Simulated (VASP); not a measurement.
Here is a VASP 6.6.1 calculation.

The input INCAR:

```
SYSTEM = LaH3
PREC = Accurate
ENCUT = 520
EDIFF = 1E-6
ISMEAR = -1
SIGMA = 0.1
LREAL = .FALSE.
LASPH = .TRUE.
NELM = 150
ALGO = Normal
ISIF = 2
LWAVE = .FALSE.
LCHARG = .FALSE.
MAGMOM = 0 0 0 0 0 0 0 0 0 0 0 0
LORBIT = 11
LSORBIT = .TRUE.
GGA_COMPAT = .FALSE.
LORBMOM = .TRUE.
LMAXMIX = 6
GGA = CA
NBANDS = 28
```

File KPOINTS:

```
regular mesh
0
G
  9 9 9
  0 0 0
```

Contents of POSCAR:

```
LaH3
1.0
    4.0478439582      0.0000000481      0.0000000637
    0.5661052615      4.0080625672      0.0000000637
   -2.3069746517     -2.0040313440      2.6545747379
La H
1 3
Direct
    0.0000000000      0.0000000000      0.0000000000
    0.7500000000      0.2500000000      0.5000000000
    0.2500000000      0.7500000000      0.5000000000
    0.5000000000      0.5000000000      0.0000000000
```

Potentials or basis: VASP PAW LDA potentials, release 64 (La, H).

Command:

```console
$ cat potpaw_LDA.64/La/POTCAR potpaw_LDA.64/H/POTCAR > POTCAR
$ mpirun -np 1 vasp_ncl > vasp.out
```

**Question.** What does it give for the net moment?

**Answer.** 0.00 μB per cell.

**Question.** What does it give for the pressure?

**Answer.** -4.5 GPa.

Stress tensor (GPa, compression positive):
```
-4.75 -0.61  0.00
-0.61 -4.58  0.00
 0.00  0.00 -4.05
```

Caveat: the cell stands under tension.
